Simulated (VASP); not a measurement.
Sn5H:

```
Sn H
1.0
     3.20000    0.00000    0.00000
    -1.60000    2.77128    0.00000
     0.00000    0.00000   15.90000
Sn H
5 1
Cartesian
  0.0000 0.0000 6.3600
  0.0000 0.0000 9.5400
  0.0000 0.0000 0.0000
  0.0000 0.0000 12.7200
  0.0000 0.0000 3.1800
  0.0000 1.8475 7.9500
```

* Program: VASP 6.6.1
* Task: relaxation of cell and atoms
* Functional: PBE
* Potentials or basis: VASP PAW PBE potentials, release 64 (Sn_d, H)
* Cutoff: 600 eV
* k mesh: 6 × 6 × 1
* Occupations: gaussian, width 0.2 eV
* Spin: no spin polarisation

At the start: pressure 2.8 GPa; volume 23.50 Å³/atom.

Task: Where does the relaxation end?

Result: Over 5 steps the energy falls by 20.4 meV/atom and the volume is 24.82 Å³/atom (+5.6 %); space group P-6m2 (No. 187, to 0.1 Å) before and after.

The path:
```csv
step,energy change (eV),largest force (eV/Å),pressure (GPa),volume (Å³)
1,0.0000,0.3086,2.80,141.00
2,-0.0921,0.2334,-0.35,149.55
3,-0.0922,0.2374,-0.45,149.89
4,-0.1123,0.1916,-0.30,149.47
5,-0.1224,0.0691,-0.09,148.95
```

Final structure:
```yaml
crystal:
  lattice:
    - [3.31301, 0.00000, 0.00000]
    - [-1.65650, 2.86915, 0.00000]
    - [0.00000, 0.00000, 15.66968]
  atoms:
    - { symbol: Sn, position: [0.00000, 0.00000, 0.40193] }
    - { symbol: Sn, position: [0.00000, 0.00000, 0.59807] }
    - { symbol: Sn, position: [0.00000, 0.00000, 0.00000] }
    - { symbol: Sn, position: [0.00000, 0.00000, 0.80247] }
    - { symbol: Sn, position: [0.00000, 0.00000, 0.19753] }
    - { symbol: H, position: [0.33333, 0.66667, 0.50000] }
```

Caveat: the k points lie up to 0.40 Å⁻¹ apart in the final cell, too coarse for converged energies and pressures of a metal; the relaxation stopped at a loose force limit of 0.08 eV/Å, so its end isn't a converged minimum.
